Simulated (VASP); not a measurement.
Here is a VASP 6.6.1 calculation.

The input INCAR:

```
SYSTEM = Ba4N
PREC     = Accurate       ! precision mode
ENCUT    = 520            ! plane-wave cutoff, eV
EDIFF    = 1E-6           ! SCF threshold, eV
ISMEAR   = 0              ! smearing method
SIGMA    = 0.1            ! smearing width, eV
LREAL    = .FALSE.        ! projectors in reciprocal space
LASPH    = .TRUE.         ! aspherical terms in the spheres
NELM     = 100            ! most SCF steps
ALGO     = Normal         ! electronic algorithm
ISIF     = 2              ! what is computed and relaxed
LWAVE    = .FALSE.        ! write WAVECAR
LCHARG   = .TRUE.         ! write CHGCAR
GGA      = PE             ! functional
LELF     = .TRUE.         ! ELF
LVHAR    = .TRUE.       
NBANDS   = 30             ! bands
```

Contents of KPOINTS:

```
Automatic mesh
0
G
  4 4 4
  0 0 0
```

File POSCAR:

```
Ba4N
1.0
    5.4987344400      0.0000000000      0.0000000000
    0.0000000000      5.4987344400      0.0000000000
    0.0000000000      0.0000000000      5.4987344400
Ba N
4 1
Direct
    0.0000000000      0.5000000000      0.5000000000
    0.5000000000      0.0000000000      0.5000000000
    0.5000000000      0.5000000000      0.0000000000
    0.0000000000      0.0000000000      0.0000000000
    0.5000000000      0.5000000000      0.5000000000
```

Potentials or basis: VASP PAW PBE potentials, release 64 (Ba_sv, N).

The run is started by

```sh
$ cat potpaw_PBE.64/Ba_sv/POTCAR potpaw_PBE.64/N/POTCAR > POTCAR
$ mpirun -np 1 vasp_std > vasp.out
```

Task: What does it give for the pressure?

Result: 7.0 GPa.

Task: What does it give for the band gap on the k mesh?

Result: Zero (an odd number of electrons rules out a gap without spin polarisation).

Caveat: the cell stands under pressure; spin-orbit coupling is left out, which moves the levels of the heavy elements.
